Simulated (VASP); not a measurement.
# AlSiN (P-6m2) in VASP: further runs

Runs on AlSiN. Level: PBE. Tasks: single point, relaxation of cell and atoms.

Program: VASP 6.6.1. These are calculated values, not measurements. Logs are shortened: lines on timing, memory, paths and dates and some standing lists are left out, and cuts for length are marked.

## Step 1: The cell of the first run

The structure is hexagonal, space group P-6m2 (No. 187). The conventional cell has a = 3.646 Å, b = 3.646 Å, c = 3.662 Å, α = 90.00°, β = 90.00°, γ = 120.00°. Within 2.8 Å of Al (site symmetry -6m2) lie 3 N at 2.10 Å and 6 Si at 2.79 Å. Within 3.7 Å of Si (site symmetry -6m2) lie 6 Al at 2.79 Å and 6 N at 2.79 Å and 8 Si at 3.65 to 3.66 Å. Within 2.8 Å of N (site symmetry -6m2) lie 3 Al at 2.10 Å and 6 Si at 2.79 Å.

The cell was built from a structure type or drawn by symmetry, and may not be a known phase.

## Step 2: Single point, PBE

The input, INCAR:

```
SYSTEM = AlSiN
ALGO = Normal
EDIFF = 1E-6
ENCUT = 600
GGA = PE
GGA_COMPAT = .FALSE.
ISIF = 2
ISMEAR = 0
LASPH = .TRUE.
LCHARG = .FALSE.
LREAL = .FALSE.
LWAVE = .FALSE.
NBANDS = 13
NELM = 120
PREC = Accurate
SIGMA = 0.1
```

The input, KPOINTS:

```
k-points
0
G
  6 6 6
  0 0 0
```

The input, POSCAR:

```
AlSiN
1.0
    3.6457866300      0.0000000000      0.0000000000
   -1.8228933200      3.1573438400      0.0000000000
    0.0000000000      0.0000000000      3.6615969000
Al Si N
1 1 1
Direct
    0.6666666700      0.3333333300      0.5000000000
    0.0000000000      0.0000000000      0.0000000000
    0.3333333300      0.6666666700      0.5000000000
```

Potentials or basis: VASP PAW PBE potentials, release 64 (Al, Si, N).

Run with:

```
cat potpaw_PBE.64/Al/POTCAR potpaw_PBE.64/Si/POTCAR potpaw_PBE.64/N/POTCAR > POTCAR
mpirun -np 1 vasp_std > vasp.out
```

OUTCAR:

```text
SYSTEM = AlSiN
   EDIFF = 1E-6
   ENCUT = 600
   GGA = PE
   ISIF = 2
   ISMEAR = 0
   LASPH = .TRUE.
   LREAL = .FALSE.
   NELM = 120
   PREC = Accurate

 ion  position               nearest neighbor table
   1  0.667  0.333  0.500-   3 2.10   3 2.10   3 2.10   2 2.79   2 2.79   2 2.79   2 2.79   2 2.79
                             2 2.79
   2  0.000  0.000  0.000-   1 2.79   1 2.79   1 2.79   1 2.79   1 2.79   1 2.79
   3  0.333  0.667  0.500-   1 2.10   1 2.10   1 2.10

  LATTYP: Found a hexagonal cell.
 ALAT       =     3.6457866300
 C/A-ratio  =     1.0043365868

  Lattice vectors:

 A1 = (   3.6457866300,   0.0000000000,   0.0000000000)
 A2 = (  -1.8228933200,   3.1573438400,   0.0000000000)
 A3 = (   0.0000000000,   0.0000000000,   3.6615969000)

Analysis of symmetry for initial positions (statically):
=====================================================================
 Subroutine PRICEL returns:
 Original cell was already a primitive cell.

 Routine SETGRP: Setting up the symmetry group for a
 hexagonal supercell.

 Subroutine GETGRP returns: Found 12 space group operations
 (whereof 12 operations were pure point group operations)
 out of a pool of 24 trial point group operations.

The static configuration has the point symmetry D_3h.

Analysis of symmetry for dynamics (positions and initial velocities):
=====================================================================
 Subroutine PRICEL returns:
 Original cell was already a primitive cell.

 Routine SETGRP: Setting up the symmetry group for a
 hexagonal supercell.

 Subroutine GETGRP returns: Found 12 space group operations
 (whereof 12 operations were pure point group operations)
 out of a pool of 24 trial point group operations.

The dynamic configuration has the point symmetry D_3h.

 Subroutine INISYM returns: Found 12 space group operations
 (whereof 12 operations are pure point group operations),
 and found     1 'primitive' translations

----------------------------------------------------------------------------------------

                                     Primitive cell

  volume of cell :      42.1486

  direct lattice vectors                    reciprocal lattice vectors
     3.645786630  0.000000000  0.000000000     0.274289228  0.158360960  0.000000000
    -1.822893320  3.157343840  0.000000000     0.000000000  0.316721919  0.000000000
     0.000000000  0.000000000  3.661596900     0.000000000  0.000000000  0.273104885

  length of vectors
     3.645786630  3.645786634  3.661596900     0.316721919  0.316721919  0.273104885

  position of ions in fractional coordinates (direct lattice)
     0.666666670  0.333333330  0.500000000
     0.000000000  0.000000000  0.000000000
     0.333333330  0.666666670  0.500000000

  ion indices of the primitive-cell ions
   primitive index   ion index
                 1           1
                 2           2
                 3           3

----------------------------------------------------------------------------------------

 KPOINTS: k-points

Automatic generation of k-mesh.
 Grid dimensions read from file:
 generate k-points for:    6    6    6

 Generating k-lattice:

  Cartesian coordinates                     Fractional coordinates (reciprocal lattice)
     0.045714871  0.026393493  0.000000000     0.166666667 -0.000000000  0.000000000
     0.000000000  0.052786987  0.000000000     0.000000000  0.166666667  0.000000000
     0.000000000  0.000000000  0.045517481     0.000000000  0.000000000  0.166666667

  Length of vectors
     0.052786987  0.052786987  0.045517481

  Shift w.r.t. Gamma in fractional coordinates (k-lattice)
     0.000000000  0.000000000  0.000000000

 Subroutine IBZKPT returns following result:
 ===========================================

 Found     28 irreducible k-points:

 Following reciprocal coordinates:
            Coordinates               Weight
  0.000000  0.000000  0.000000      1.000000
  0.166667  0.000000  0.000000      6.000000
  0.333333 -0.000000  0.000000      6.000000
  0.500000  0.000000  0.000000      3.000000
  0.166667  0.166667  0.000000      6.000000
  0.333333  0.166667  0.000000     12.000000
[... 16 lines left out ...]
  0.166667  0.000000  0.500000      6.000000
  0.333333 -0.000000  0.500000      6.000000
 [... further k-points ...]
   k-points           NKPTS =     28   k-points in BZ     NKDIM =     28   number of bands    NBANDS=     13
   number of dos      NEDOS =    301   number of ions     NIONS =      3
   total plane-waves  NPLWV =  27000
   dimension x,y,z NGX =    30 NGY =   30 NGZ =   30
   dimension x,y,z NGXF=    60 NGYF=   60 NGZF=   60
   ions per type =               1   1   1
   NGX,Y,Z   is equivalent  to a cutoff of  13.68, 13.68, 13.62 a.u.
   NGXF,Y,Z  is equivalent  to a cutoff of  27.36, 27.36, 27.24 a.u.
 SYSTEM =  AlSiN
   PREC   = accura    normal or accurate (medium, high low for compatibility)
   ISTART =      0    job   : 0-new  1-cont  2-samecut
   ICHARG =      2    charge: 1-file 2-atom 10-const
   ISPIN  =      1    spin polarized calculation?
   LNONCOLLINEAR =      F non collinear calculations
   LSORBIT =      F    spin-orbit coupling
   LASPH  =      T    aspherical Exc in radial PAW
   ENCUT  =  600.0 eV  44.10 Ry    6.64 a.u.   7.28  7.28  7.31*2*pi/ulx,y,z
   NELM   =    120;   NELMIN=  2; NELMDL= -5     # of ELM steps
   EDIFF  = 0.1E-05   stopping-criterion for ELM
   LREAL  =      F    real-space projection
   EDIFFG = 0.1E-04   stopping-criterion for IOM
   NSW    =      0    number of steps for IOM
   IBRION =     -1    ionic relax: 0-MD 1-quasi-New 2-CG
   NFREE  =      0    steps in history (QN), initial steepest desc. (CG)
   ISIF   =      2    stress and relaxation
   ISYM   =      2    0-nonsym 1-usesym 2-fastsym
   POTIM  = 0.5000    time-step for ionic-motion
   TEBEG  =    0.0;   TEEND  =   0.0 temperature during run
   PSTRESS=    0.0 pullay stress
   NELECT =      12.0000    total number of electrons
   NUPDOWN=      -1.0000    fix difference up-down
   EMIN   =  10.00;   EMAX   =-10.00  energy-range for DOS
   EFERMI =   0.00;   METHOD = LEGACY
   ISMEAR =     0;   SIGMA  =   0.10  broadening in eV -4-tet -1-fermi 0-gaus
   EFERMI_NEDOS =   21; number of points for ismear=-14 and -15
   IALGO  =     38    algorithm
   IMIX   =      4    mixing-type and parameters
     AMIX     =   0.40;   BMIX     =  1.00
     AMIX_MAG =   1.60;   BMIX_MAG =  1.00
  volume/ion in A,a.u.               =      14.05        94.81
  Fermi-wavevector in a.u.,A,eV,Ry     =   1.076979  2.035196 15.781186  1.159884
  Thomas-Fermi vector in A             =   2.212879
   LORBIT       =      0    0 simple, 1 ext, 2 COOP (PROOUT), +10 PAW based schemes
   GGA     = PE    functional components
   LHFCALC =     F    Hartree Fock is set to
   AEXX    =    0.0000 exact exchange contribution
   IVDW    =     0    specifies the selected vdW correction
   LEPSILON=     F    determine dielectric tensor
   LRPA    =     F    only Hartree local field effects (RPA)
 non-spin polarized calculation
 Gauss-broadening in eV      SIGMA  =   0.10
  energy-cutoff  :      600.00
  volume of cell :       42.15
 maximum number of plane-waves:      1425
 NGX is ok and might be reduce to    30
   NGX = 15   NGY = 15   NGZ = 15

 number of electron      12.0000000 magnetization

 Free energy of the ion-electron system (eV)
  ---------------------------------------------------
  ext. energy  EPLUGINS =         0.00000000
  ---------------------------------------------------
  free energy    TOTEN  =       -15.87496181 eV

  energy without entropy =      -15.86940327  energy(sigma->0) =      -15.87218254

 E-fermi :   7.0962     XC(G=0): -10.5079

 val. band max:        7.0765127405   @ k =   0.1667   0.1667   0.3333
 cond. band min:       7.1575383013   @ k =   0.0000   0.0000   0.5000
 fundamental gap:      0.0810255608
 Fermi energy:         7.0962254051

 k-point     1 :       0.0000    0.0000    0.0000
  band No.  band energies     occupation
      1      -8.3806      2.00000
      2      -0.2843      2.00000
      3       3.2586      2.00000
      4       3.7374      2.00000
      5       3.7374      2.00000
      6       8.2274      0.00000
      7       8.2274      0.00000
      8       9.9371      0.00000
      9      10.2789      0.00000
     10      11.1877      0.00000
     11      15.3499      0.00000
     12      15.3499      0.00000
     13      18.0586      0.00000

 k-point     2 :       0.1667    0.0000    0.0000
  band No.  band energies     occupation
      1      -8.1501      2.00000
      2      -0.6699      2.00000
      3       3.3701      2.00000
      4       3.4752      2.00000
      5       3.5375      2.00000
      6       6.9149      1.98967
      7       8.7594      0.00000
      8       9.8825      0.00000
      9      10.7047      0.00000
     10      12.8737      0.00000
     11      14.9910      0.00000
     12      15.2105      0.00000
     13      15.4969      0.00000

 k-point     3 :       0.3333   -0.0000    0.0000
  band No.  band energies     occupation
      1      -7.5961      2.00000
      2      -1.6123      2.00000
      3       2.8083      2.00000
      4       2.9455      2.00000
      5       4.2666      2.00000
      6       6.2493      2.00000
      7       8.8453      0.00000
      8       9.5149      0.00000
      9      11.0860      0.00000
     10      13.2058      0.00000
     11      13.2339      0.00000
     12      16.2569      0.00000
     13      16.5697      0.00000
[... 305 lines left out ...]
 k-point    23 :       0.1667    0.0000    0.5000
  band No.  band energies     occupation
      1      -7.5821      2.00000
      2      -2.0081      2.00000
      3       2.2320      2.00000
      4       3.8104      2.00000
      5       6.1617      2.00000
      6       6.1723      2.00000
      7       8.3436      0.00000
      8       9.0507      0.00000
      9      10.3990      0.00000
     10      12.4912      0.00000
     11      13.2271      0.00000
     12      15.3800      0.00000
     13      16.3848      0.00000

 k-point    24 :       0.3333   -0.0000    0.5000
  band No.  band energies     occupation
      1      -7.1826      2.00000
      2      -0.9323      2.00000
      3       0.6307      2.00000
      4       3.4216      2.00000
      5       3.6774      2.00000
      6       6.7627      2.00000
      7       7.4412      0.00000
      8       8.2262      0.00000
      9      10.3194      0.00000
     10      13.6544      0.00000
     11      14.0989      0.00000
     12      18.3327      0.00000
     13      19.0073      0.00000

 [... further k-points ...]

------------------------ aborting loop because EDIFF is reached ----------------------------------------

  FORCE on cell =-STRESS in cart. coord.  units (eV):
  Direction    XX          YY          ZZ          XY          YZ          ZX
  --------------------------------------------------------------------------------------
  -------------------------------------------------------------------------------------
  Total       -4.4038289     -4.4038289      0.5364227      0.0000000      0.0000000     -0.0000000
  in kB     -167.4007346   -167.4007348     20.3907924      0.0000003      0.0000000     -0.0000000
  external PRESSURE =    -104.8035590 kB  Pullay stress =       0.0000000 kB

 VOLUME and BASIS-vectors are now :
 -----------------------------------------------------------------------------
  energy-cutoff  :      600.00
  volume of cell :       42.15
      direct lattice vectors                 reciprocal lattice vectors
     3.645786630  0.000000000  0.000000000     0.274289228  0.158360960  0.000000000
    -1.822893320  3.157343840  0.000000000     0.000000000  0.316721919  0.000000000
     0.000000000  0.000000000  3.661596900     0.000000000  0.000000000  0.273104885

 POSITION                                       TOTAL-FORCE (eV/Angst)
 -----------------------------------------------------------------------------------
      1.82289      1.05245      1.83080         0.000000      0.000000      0.000000
      0.00000      0.00000      0.00000        -0.000000      0.000000      0.000000
     -0.00000      2.10490      1.83080        -0.000000     -0.000000      0.000000
 -----------------------------------------------------------------------------------
    total drift:                                0.000014     -0.000008     -0.000000

  FREE ENERGIE OF THE ION-ELECTRON SYSTEM (eV)
  ---------------------------------------------------
  free  energy   TOTEN  =       -15.8749618118 eV

  energy  without entropy=      -15.8694032750  energy(sigma->0) =      -15.87218254
```

It took 24 s on 1 thread of Intel Xeon 8259CL, shared host; peak memory 0.17 GiB.

What came out:

```yaml
Free_energy: -15.8750 eV
Pressure: -10.5 GPa
Band_gap_on_the_k_mesh: zero (bands 6 and 7 overlap by 1.39 eV)
```

Levels at points of the mesh, in eV from the Fermi level:
```csv
k point,band 2,band 3,band 4,band 5,band 6,band 7,band 8,band 9,band 10,band 11
"(0.00, 0.00, 0.00)",-7.38,-3.84,-3.36,-3.36,1.13,1.13,2.84,3.18,4.09,8.25
"(0.50, 0.00, 0.00)",-9.28,-4.52,-4.42,-2.28,-0.76,1.00,2.67,3.24,5.52,7.43
"(0.00, 0.00, 0.50)",-9.47,-3.06,-3.06,-2.61,0.06,2.59,2.59,4.68,4.68,6.06
"(0.50, 0.00, 0.50)",-7.12,-6.82,-5.23,-3.85,-0.50,0.08,0.82,3.85,6.77,7.99
```

Caveat: the cell stands under tension.

## Step 3: Single point, PBE

This run uses another cell than the first one, of 17.40 Å³/atom.

The input, INCAR:

```
SYSTEM = AlSiN
ALGO = Normal
EDIFF = 1E-6
ENCUT = 600
GGA = PE
GGA_COMPAT = .False.
ISIF = 2
ISMEAR = 0
LASPH = .True.
LCHARG = .False.
LREAL = .False.
LWAVE = .False.
NBANDS = 13
NELM = 120
PREC = Accurate
SIGMA = 0.1
```

The input, KPOINTS:

```
k-points
0
Gamma
  6 6 6
  0 0 0
```

The input, POSCAR:

```
AlSiN
1.0
    3.0619703662      0.0000000024      0.0000000000
   -1.5309851852      2.6517441215      0.0000000000
    0.0000000000      0.0000000000      6.4272421218
Al Si N
1 1 1
Direct
    0.6666666667      0.3333333333      0.5000000000
    0.0000000000      0.0000000000      0.0000000000
    0.3333333333      0.6666666667      0.5000000000
```

Potentials or basis: VASP PAW PBE potentials, release 64 (Al, Si, N).

Run with:

```
cat potpaw_PBE.64/Al/POTCAR potpaw_PBE.64/Si/POTCAR potpaw_PBE.64/N/POTCAR > POTCAR
mpirun -np 1 vasp_std > vasp.out
```

It took 22 s on 1 thread of Intel Xeon 8259CL, shared host; peak memory 0.18 GiB.

It converged, with:

```yaml
Free_energy: -17.6654 eV
Pressure: -0.1 GPa
Band_gap_on_the_k_mesh: zero (bands 6 and 7 overlap by 2.25 eV)
```

Stress tensor (GPa, compression positive):
```
-0.13  0.00  0.00
 0.00 -0.13  0.00
 0.00  0.00  0.10
```

Levels at points of the mesh, in eV from the Fermi level:
```csv
k point,band 2,band 3,band 4,band 5,band 6,band 7,band 8,band 9,band 10,band 11
"(0.00, 0.00, 0.00)",-9.49,-5.17,-2.46,-2.46,-0.14,2.34,6.87,6.87,8.84,9.00
"(0.50, 0.00, 0.00)",-6.90,-5.28,-3.40,-3.20,-2.37,0.46,4.06,4.14,4.92,7.41
"(0.00, 0.00, 0.50)",-9.67,-3.80,-2.58,-2.46,-2.46,4.86,6.00,6.89,6.89,10.68
"(0.50, 0.00, 0.50)",-6.76,-5.57,-3.76,-3.20,-1.67,1.16,3.37,4.01,4.27,6.90
```

Caveat: the k points lie up to 0.39 Å⁻¹ apart, too coarse for converged energies and pressures of a metal.

## Step 4: Relaxation of cell and atoms, PBE

The input, INCAR:

```
PREC = Accurate ; ENCUT = 600
EDIFF = 1E-7 ; ISMEAR = 0
SIGMA = 0.1 ; LREAL = F
LASPH = T ; NELM = 120
ALGO = Normal ; ISIF = 3
LWAVE = F ; LCHARG = F
GGA = PE ; IBRION = 2
NSW = 90 ; EDIFFG = -0.04
GGA_COMPAT = F ; NELMIN = 4
```

The input, KPOINTS:

```
Automatic mesh
0
Gamma
  6 6 6
```

The input, POSCAR:

```
AlSiN
1.0
    3.6457866300      0.0000000000      0.0000000000
   -1.8228933200      3.1573438400      0.0000000000
    0.0000000000      0.0000000000      3.6615969000
Al Si N
1 1 1
Direct
    0.6666666700      0.3333333300      0.5000000000
    0.0000000000      0.0000000000      0.0000000000
    0.3333333300      0.6666666700      0.5000000000
```

Run with:

```
cat potpaw_PBE.64/Al/POTCAR potpaw_PBE.64/Si/POTCAR potpaw_PBE.64/N/POTCAR > POTCAR
mpirun -np 1 vasp_std > vasp.out
```

Run time: 4 min. Hardware: 1 thread of Intel Xeon 8259CL, shared host; peak memory 0.18 GiB.

The run converged. Its results:

| Item | Value |
| --- | --- |
| Free energy | -17.3847 eV |
| Relaxed volume | 14.79 Å³/atom |
| Relaxed cell | a = 3.089 Å, b = 3.089 Å, c = 5.368 Å, α = 90.00°, β = 90.00°, γ = 120.00° |
| Space group after relaxing (to 0.1 Å) | P-6m2 (No. 187) |
| Pressure after relaxing | 0.4 GPa |
| Band gap on the k mesh | zero (bands 6 and 7 overlap by 3.34 eV) |

Final structure:
```
CELL_PARAMETERS angstrom
3.08900 0.00000 0.00000
-1.54450 2.67515 0.00000
0.00000 0.00000 5.36775
ATOMIC_POSITIONS crystal
Al 0.66667 0.33333 0.50000
Si 0.00000 0.00000 0.00000
N 0.33333 0.66667 0.50000
```

Levels at points of the mesh, in eV from the Fermi level:
```csv
k point,band 2,band 3,band 4,band 5,band 6,band 7,band 8,band 9,band 10
"(0.00, 0.00, 0.00)",-9.89,-6.46,-3.35,-3.35,1.08,2.67,5.80,5.80,9.56
"(0.50, 0.00, 0.00)",-8.21,-5.43,-4.12,-3.92,-3.48,-0.70,3.31,3.90,4.24
"(0.00, 0.00, 0.50)",-10.62,-3.48,-3.34,-3.34,-2.93,5.71,5.95,5.95,6.73
"(0.50, 0.00, 0.50)",-7.75,-6.49,-5.05,-4.10,-1.48,0.76,2.61,3.04,4.89
```

Caveat: a cell axis changed by over 15 % at a fixed basis, so the end point is rough.

## Step 5: The runs side by side

| task | cell | gap on the mesh (eV) | pressure (GPa) |
| --- | --- | --- | --- |
| single point | a = 3.646, b = 3.646, c = 3.662 Å, angles 90.0, 90.0, 120.0°, 3 atoms | none | -10.5 |
| single point | a = 3.062, b = 3.062, c = 6.427 Å, angles 90.0, 90.0, 120.0°, 3 atoms | none | -0.1 |
| relaxation of cell and atoms | relaxed from a = 3.646, b = 3.646, c = 3.662 Å, angles 90.0, 90.0, 120.0°, 3 atoms | none | 0.4 |

Alike in all rows: level PBE; potentials or basis VASP PAW PBE potentials, release 64 (Al, Si, N); no spin polarisation; k mesh 6 × 6 × 6; cutoff (eV) 600; smearing gaussian 0.1 eV.

Caveats: some runs use coarse meshes; the cell stands under tension (at least some runs); a cell axis changed by over 15 % at a fixed basis, so the end point is rough (at least some runs).

Absolute energies hang on the potentials; compare differences alone.
